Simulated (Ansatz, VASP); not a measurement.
# One calculation of Ir, two programs

INCAR

```
PREC     = Accurate       # precision mode
ENCUT    = 600            # plane-wave cutoff, eV
EDIFF    = 1E-6           # SCF threshold, eV
ISMEAR   = -1             # smearing method
SIGMA    = 0.15           # smearing width, eV
LREAL    = F              # projectors in reciprocal space
LASPH    = T              # aspherical terms in the spheres
NELM     = 60             # most SCF steps
ALGO     = Normal         # electronic algorithm
ISIF     = 3              # what is computed and relaxed
LWAVE    = F              # write WAVECAR
LCHARG   = F              # write CHGCAR
GGA      = PS             # functional
IBRION   = 2              # ionic algorithm
NSW      = 80             # ionic steps
EDIFFG   = -0.01          # ionic threshold
```

Contents of KPOINTS:

```
regular mesh
0
Gamma
  3 15 5
```

Contents of POSCAR:

```
Ir
1.0
   12.2384552500      0.0000000000      0.0000000000
    0.0000000000      2.2334312600      0.0000000000
    0.0000000000      0.0000000000      7.1930008000
Ir
2
Direct
    0.2500000000      0.0000000000      0.1639884000
    0.7500000000      0.0000000000      0.8360116000
```

Input for Ansatz:

```yaml
crystal:
  lattice:
    - [12.23845525, 0.0, 0.0]
    - [0.0, 2.23343126, 0.0]
    - [0.0, 0.0, 7.1930008]
  atoms:
    - { symbol: Ir, position: [0.25, 0.0, 0.1639884] }
    - { symbol: Ir, position: [0.75, 0.0, 0.8360116] }
basis:
  ecutwfc: 420.0
kpoints:
  mp_grid:
    grid: [3, 15, 5]
hamiltonian:
  xc: pbesol
  dispersion: none
scf:
  occupations:
    method: fermi_dirac
    width: 0.15
relax:
  cell: {}
```

Alike in both runs: task relaxation of cell and atoms; functional PBEsol; k mesh 3 × 15 × 5; occupations fermi-dirac, width 0.15 eV; no spin polarisation.

|  | VASP | Ansatz |
| --- | --- | --- |
| version | VASP 6.6.1 | Ansatz 0.2.0 |
| potentials or method | VASP PAW PBE potentials, release 64 (Ir), cutoff 600 eV | plane waves, PAW |
| valence electrons in the cell | 18 | 34 |

|  | VASP | Ansatz | Ansatz less VASP |
| --- | --- | --- | --- |
| relaxed volume (Å³/atom) | 99.47 | 15.41 | -84.058 |
| relaxed length of the cell vector where the two differ most in proportion (Å) | 7.193 | 2.609 | -4.5837 |

VASP's potentials were made for PBE, not for PBEsol. VASP's potentials hold 18 valence electrons a cell and Ansatz's 34, so a difference there can come from the potentials and not from the codes.

Spin-orbit coupling is off throughout.
